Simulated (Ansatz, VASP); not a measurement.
**One calculation of MgO2, two programs**

```xyz
3
Lattice="1.8153 1.0481 3.4940 -1.8153 1.0481 3.4940 0.0000 -2.0961 3.4940" Properties=species:S:1:pos:R:3 pbc="T T T"
Mg    0.0000    0.0000    0.0000
O     0.0000    0.0000    4.4945
O     0.0000    0.0000    5.9874
```

Change from the starting cell: strain +0.1312 x Voigt [1, 1, 0, 0, 0, 0], atoms carried along.

Alike in both runs: task single point; functional r2SCAN; k mesh 12 × 12 × 12; occupations gaussian, width 0.05 eV; no spin polarisation.

|  | VASP | Ansatz |
| --- | --- | --- |
| version | VASP 6.6.1 | Ansatz 0.2.0 |
| potentials or method | VASP PAW PBE potentials, release 64 (Mg, O), cutoff 520 eV | scalar-relativistic, plane waves, PAW |
| valence electrons in the cell | 14 | 22 |

VASP gave:

```
gap on the k mesh at the Fermi level (eV)                     : 2.60
least direct gap on the mesh (eV)                             : 2.83
pressure (GPa)                                                : -18.7
traceless stress, the component that is largest in VASP (GPa) : 13.39
rms of the force components (eV/Å)                            : 0.487
```

**Question.** What did Ansatz give for the same quantities?

**Answer.** gap on the k mesh at the Fermi level (eV): 2.62; least direct gap on the mesh (eV): 2.85; pressure (GPa): -18.5; traceless stress, the component that is largest in VASP (GPa): 12.21; rms of the force components (eV/Å): 0.364.

VASP's potentials were made for PBE, not for r2SCAN. Atom by atom the forces differ by 0.124 eV/Å (rms over components). The functional is the same, so the differences come from potentials, cutoffs and numerics. VASP's potentials hold 14 valence electrons a cell and Ansatz's 22, so a difference there can come from the potentials and not from the codes.
